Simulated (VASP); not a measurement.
# GaGe3 (Pm-3m) in VASP: single point with r2SCAN

Aim: the single point of GaGe3 with r2SCAN.

Program: VASP 6.6.1. These are calculated values, not measurements. Logs are shortened: lines on timing, memory, paths and dates and some standing lists are left out, and cuts for length are marked.

## Step 1: The cell of the first run

It takes space group Pm-3m (No. 221, cubic). Conventional cell: a = 4.213 Å, b = 4.213 Å, c = 4.213 Å, α = 90.00°, β = 90.00°, γ = 90.00°. Within 3.9 Å of Ga (site symmetry m-3m) lie 12 Ge at 2.98 Å. Ge (site symmetry 4/mmm) has 4 Ga at 2.98 Å and 8 Ge at 2.98 Å within 3.9 Å.

## Step 2: Single point, r2SCAN

File POSCAR:

```
GaGe3
1.0
    4.2132479303      0.0000000000      0.0000000000
    0.0000000000      4.2132479303      0.0000000000
    0.0000000000      0.0000000000      4.2132479303
Ga Ge
1 3
Direct
    0.0000000000      0.0000000000      0.0000000000
    0.0000000000      0.5000000000      0.5000000000
    0.5000000000      0.0000000000      0.5000000000
    0.5000000000      0.5000000000      0.0000000000
```

File INCAR.step1:

```
SYSTEM = GaGe3
ALGO = Normal
EDIFF = 1E-4
ENCUT = 520
GGA = PE
ISMEAR = 0
LASPH = .TRUE.
LCHARG = .FALSE.
LREAL = .FALSE.
LWAVE = .TRUE.
NBANDS = 36
NELM = 60
PREC = Accurate
SIGMA = 0.1
```

File INCAR.step2:

```
SYSTEM = GaGe3
ALGO = Normal
EDIFF = 1E-6
ENCUT = 520
ISIF = 2
ISMEAR = 0
ISTART = 1
LASPH = .TRUE.
LCHARG = .FALSE.
LMIXTAU = .TRUE.
LREAL = .FALSE.
LWAVE = .FALSE.
METAGGA = R2SCAN
NBANDS = 36
NELM = 60
PREC = Accurate
SIGMA = 0.1
```

File KPOINTS:

```
k-points
0
G
  12 12 12
  0 0 0
```

Potentials or basis: VASP PAW PBE potentials, release 64 (Ga_d, Ge_d).

On the command line:

```console
cat potpaw_PBE.64/Ga_d/POTCAR potpaw_PBE.64/Ge_d/POTCAR > POTCAR
cp INCAR.step1 INCAR
mpirun -np 1 vasp_std > vasp.out
cp INCAR.step2 INCAR
mpirun -np 1 vasp_std > vasp.out
```

OUTCAR:

```text
SYSTEM = GaGe3
   EDIFF = 1E-6
   ENCUT = 520
   ISIF = 2
   ISMEAR = 0
   ISTART = 1
   LASPH = .TRUE.
   LREAL = .FALSE.
   METAGGA = R2SCAN
   NELM = 60
   PREC = Accurate

 ion  position               nearest neighbor table
   1  0.000  0.000  0.000-
   2  0.000  0.500  0.500-
   3  0.500  0.000  0.500-
   4  0.500  0.500  0.000-

  LATTYP: Found a simple cubic cell.
 ALAT       =     4.2132479303

  Lattice vectors:

 A1 = (   4.2132479303,   0.0000000000,   0.0000000000)
 A2 = (   0.0000000000,   4.2132479303,   0.0000000000)
 A3 = (   0.0000000000,   0.0000000000,   4.2132479303)

Analysis of symmetry for initial positions (statically):
=====================================================================
 Subroutine PRICEL returns:
 Original cell was already a primitive cell.

 Routine SETGRP: Setting up the symmetry group for a
 simple cubic supercell.

 Subroutine GETGRP returns: Found 48 space group operations
 (whereof 48 operations were pure point group operations)
 out of a pool of 48 trial point group operations.

The static configuration has the point symmetry O_h .

Analysis of symmetry for dynamics (positions and initial velocities):
=====================================================================
 Subroutine PRICEL returns:
 Original cell was already a primitive cell.

 Routine SETGRP: Setting up the symmetry group for a
 simple cubic supercell.

 Subroutine GETGRP returns: Found 48 space group operations
 (whereof 48 operations were pure point group operations)
 out of a pool of 48 trial point group operations.

The dynamic configuration has the point symmetry O_h .

 Subroutine INISYM returns: Found 48 space group operations
 (whereof 48 operations are pure point group operations),
 and found     1 'primitive' translations

----------------------------------------------------------------------------------------

                                     Primitive cell

  volume of cell :      74.7913

  direct lattice vectors                    reciprocal lattice vectors
     4.213247930  0.000000000  0.000000000     0.237346583  0.000000000  0.000000000
     0.000000000  4.213247930  0.000000000     0.000000000  0.237346583  0.000000000
     0.000000000  0.000000000  4.213247930     0.000000000  0.000000000  0.237346583

  length of vectors
     4.213247930  4.213247930  4.213247930     0.237346583  0.237346583  0.237346583

  position of ions in fractional coordinates (direct lattice)
     0.000000000  0.000000000  0.000000000
     0.000000000  0.500000000  0.500000000
     0.500000000  0.000000000  0.500000000
     0.500000000  0.500000000  0.000000000

  ion indices of the primitive-cell ions
   primitive index   ion index
                 1           1
                 2           2
                 3           3
                 4           4

----------------------------------------------------------------------------------------

 KPOINTS: k-points

Automatic generation of k-mesh.
 Grid dimensions read from file:
 generate k-points for:   12   12   12

 Generating k-lattice:

  Cartesian coordinates                     Fractional coordinates (reciprocal lattice)
     0.019778882  0.000000000  0.000000000     0.083333333  0.000000000  0.000000000
     0.000000000  0.019778882  0.000000000     0.000000000  0.083333333  0.000000000
     0.000000000  0.000000000  0.019778882     0.000000000  0.000000000  0.083333333

  Length of vectors
     0.019778882  0.019778882  0.019778882

  Shift w.r.t. Gamma in fractional coordinates (k-lattice)
     0.000000000  0.000000000  0.000000000

 Subroutine IBZKPT returns following result:
 ===========================================

 Found     84 irreducible k-points:

 Following reciprocal coordinates:
            Coordinates               Weight
  0.000000  0.000000  0.000000      1.000000
  0.083333  0.000000  0.000000      6.000000
  0.166667  0.000000  0.000000      6.000000
  0.250000  0.000000  0.000000      6.000000
  0.333333  0.000000  0.000000      6.000000
  0.416667  0.000000  0.000000      6.000000
[... 16 lines left out ...]
  0.333333  0.333333  0.000000     12.000000
  0.416667  0.333333  0.000000     24.000000
 [... further k-points ...]
   k-points           NKPTS =     84   k-points in BZ     NKDIM =     84   number of bands    NBANDS=     36
   number of dos      NEDOS =    301   number of ions     NIONS =      4
   total plane-waves  NPLWV =  32768
   dimension x,y,z NGX =    32 NGY =   32 NGZ =   32
   dimension x,y,z NGXF=    64 NGYF=   64 NGZF=   64
   ions per type =               1   3
   NGX,Y,Z   is equivalent  to a cutoff of  12.63, 12.63, 12.63 a.u.
   NGXF,Y,Z  is equivalent  to a cutoff of  25.25, 25.25, 25.25 a.u.
 SYSTEM =  GaGe3
   PREC   = accura    normal or accurate (medium, high low for compatibility)
   ISTART =      1    job   : 0-new  1-cont  2-samecut
   ICHARG =      0    charge: 1-file 2-atom 10-const
   ISPIN  =      1    spin polarized calculation?
   LNONCOLLINEAR =      F non collinear calculations
   LSORBIT =      F    spin-orbit coupling
   LASPH  =      T    aspherical Exc in radial PAW
   ENCUT  =  520.0 eV  38.22 Ry    6.18 a.u.   7.83  7.83  7.83*2*pi/ulx,y,z
   NELM   =     60;   NELMIN=  2; NELMDL=  0     # of ELM steps
   EDIFF  = 0.1E-05   stopping-criterion for ELM
   LREAL  =      F    real-space projection
   EDIFFG = 0.1E-04   stopping-criterion for IOM
   NSW    =      0    number of steps for IOM
   IBRION =     -1    ionic relax: 0-MD 1-quasi-New 2-CG
   NFREE  =      0    steps in history (QN), initial steepest desc. (CG)
   ISIF   =      2    stress and relaxation
   ISYM   =      2    0-nonsym 1-usesym 2-fastsym
   POTIM  = 0.5000    time-step for ionic-motion
   TEBEG  =    0.0;   TEEND  =   0.0 temperature during run
   PSTRESS=    0.0 pullay stress
   NELECT =      55.0000    total number of electrons
   NUPDOWN=      -1.0000    fix difference up-down
   EMIN   =  10.00;   EMAX   =-10.00  energy-range for DOS
   EFERMI =   0.00;   METHOD = LEGACY
   ISMEAR =     0;   SIGMA  =   0.10  broadening in eV -4-tet -1-fermi 0-gaus
   EFERMI_NEDOS =   21; number of points for ismear=-14 and -15
   IALGO  =     38    algorithm
   IMIX   =      4    mixing-type and parameters
     AMIX     =   0.40;   BMIX     =  1.00
     AMIX_MAG =   1.60;   BMIX_MAG =  1.00
  volume/ion in A,a.u.               =      18.70       126.18
  Fermi-wavevector in a.u.,A,eV,Ry     =   1.477674  2.792399 29.708610  2.183521
  Thomas-Fermi vector in A             =   2.592049
   LORBIT       =      0    0 simple, 1 ext, 2 COOP (PROOUT), +10 PAW based schemes
   METAGGA = R2SCAN    functional components
   LHFCALC =     F    Hartree Fock is set to
   AEXX    =    0.0000 exact exchange contribution
   IVDW    =     0    specifies the selected vdW correction
   LEPSILON=     F    determine dielectric tensor
   LRPA    =     F    only Hartree local field effects (RPA)
 non-spin polarized calculation
 Gauss-broadening in eV      SIGMA  =   0.10
  energy-cutoff  :      520.00
  volume of cell :       74.79
 maximum number of plane-waves:      2040
 NGX is ok and might be reduce to    32
   NGX = 15   NGY = 15   NGZ = 15

 number of electron      55.0000045 magnetization

 Free energy of the ion-electron system (eV)
  ---------------------------------------------------
  ext. energy  EPLUGINS =         0.00000000
  ---------------------------------------------------
  free energy    TOTEN  =       -51.18524601 eV

  energy without entropy =      -51.17315327  energy(sigma->0) =      -51.17919964

 E-fermi :   6.5469     XC(G=0): -12.4434

 val. band max:        6.5389870668   @ k =   0.4167   0.1667   0.0833
 cond. band min:       6.5509120369   @ k =   0.2500   0.0833   0.0833
 fundamental gap:      0.0119249701
 Fermi energy:         6.5469310051

 k-point     1 :       0.0000    0.0000    0.0000
  band No.  band energies     occupation
      1     -19.0449      2.00000
      2     -19.0449      2.00000
      3     -19.0449      2.00000
      4     -19.0315      2.00000
      5     -18.9928      2.00000
      6     -18.9928      2.00000
[... 28 lines left out ...]
     35      13.8801      0.00000
     36      13.9044      0.00000

 k-point     2 :       0.0833    0.0000    0.0000
  band No.  band energies     occupation
      1     -19.0445      2.00000
      2     -19.0424      2.00000
      3     -19.0424      2.00000
      4     -19.0298      2.00000
      5     -18.9926      2.00000
      6     -18.9914      2.00000
[... 28 lines left out ...]
     35      14.1450      0.00000
     36      14.4288      0.00000

 k-point     3 :       0.1667    0.0000    0.0000
  band No.  band energies     occupation
      1     -19.0434      2.00000
      2     -19.0352      2.00000
      3     -19.0352      2.00000
      4     -19.0251      2.00000
      5     -18.9920      2.00000
      6     -18.9871      2.00000
[... 28 lines left out ...]
     35      14.3958      0.00000
     36      15.5214      0.00000

 k-point     4 :       0.2500    0.0000    0.0000
  band No.  band energies     occupation
      1     -19.0417      2.00000
      2     -19.0236      2.00000
      3     -19.0236      2.00000
      4     -19.0178      2.00000
      5     -18.9909      2.00000
      6     -18.9806      2.00000
[... 28 lines left out ...]
     35      14.7414      0.00000
     36      14.9145      0.00000

 k-point     5 :       0.3333    0.0000    0.0000
  band No.  band energies     occupation
      1     -19.0400      2.00000
      2     -19.0093      2.00000
      3     -19.0085      2.00000
      4     -19.0085      2.00000
      5     -18.9896      2.00000
      6     -18.9728      2.00000
[... 655 lines left out ...]
 k-point    22 :       0.5000    0.2500    0.0000
  band No.  band energies     occupation
      1     -19.0189      2.00000
      2     -18.9997      2.00000
      3     -18.9944      2.00000
      4     -18.9815      2.00000
      5     -18.9805      2.00000
      6     -18.9640      2.00000
[... 28 lines left out ...]
     35      13.6522      0.00000
     36      13.7889      0.00000

 k-point    23 :       0.3333    0.3333    0.0000
  band No.  band energies     occupation
      1     -19.0123      2.00000
      2     -19.0114      2.00000
      3     -18.9963      2.00000
      4     -18.9883      2.00000
      5     -18.9852      2.00000
      6     -18.9758      2.00000
[... 28 lines left out ...]
     35      11.7680      0.00000
     36      15.7898      0.00000

 k-point    24 :       0.4167    0.3333    0.0000
  band No.  band energies     occupation
      1     -19.0072      2.00000
      2     -19.0069      2.00000
      3     -18.9937      2.00000
      4     -18.9848      2.00000
      5     -18.9781      2.00000
      6     -18.9768      2.00000
[... 28 lines left out ...]
     35      12.5379      0.00000
     36      15.5397      0.00000

 [... further k-points ...]

------------------------ aborting loop because EDIFF is reached ----------------------------------------

  FORCE on cell =-STRESS in cart. coord.  units (eV):
  Direction    XX          YY          ZZ          XY          YZ          ZX
  --------------------------------------------------------------------------------------
  -------------------------------------------------------------------------------------
  Total       -0.0608021     -0.0608021     -0.0608021     -0.0000000      0.0000000      0.0000000
  in kB       -1.3025002     -1.3025002     -1.3025002     -0.0000000      0.0000000      0.0000000
  external PRESSURE =      -1.3025002 kB  Pullay stress =       0.0000000 kB

 VOLUME and BASIS-vectors are now :
 -----------------------------------------------------------------------------
  energy-cutoff  :      520.00
  volume of cell :       74.79
      direct lattice vectors                 reciprocal lattice vectors
     4.213247930  0.000000000  0.000000000     0.237346583  0.000000000  0.000000000
     0.000000000  4.213247930  0.000000000     0.000000000  0.237346583  0.000000000
     0.000000000  0.000000000  4.213247930     0.000000000  0.000000000  0.237346583

 POSITION                                       TOTAL-FORCE (eV/Angst)
 -----------------------------------------------------------------------------------
      0.00000      0.00000      0.00000         0.000000      0.000000      0.000000
      0.00000      2.10662      2.10662         0.000000      0.000000      0.000000
      2.10662      0.00000      2.10662         0.000000      0.000000      0.000000
      2.10662      2.10662      0.00000         0.000000      0.000000      0.000000
 -----------------------------------------------------------------------------------
    total drift:                                0.000000     -0.000000     -0.000000

  FREE ENERGIE OF THE ION-ELECTRON SYSTEM (eV)
  ---------------------------------------------------
  free  energy   TOTEN  =       -51.1852460073 eV

  energy  without entropy=      -51.1731532729  energy(sigma->0) =      -51.17919964
```

Run time: 10 min. Hardware: 1 thread of Intel Xeon 8259CL, shared host; peak memory 0.31 GiB.

Results:

| Quantity | Value |
| --- | --- |
| Free energy | -51.1852 eV |
| Pressure | -0.1 GPa |
| Band gap on the k mesh | zero (an odd number of electrons rules out a gap without spin polarisation) |

Caveat: the PAW data sets were made with another functional, which shifts forces and pressure a little.
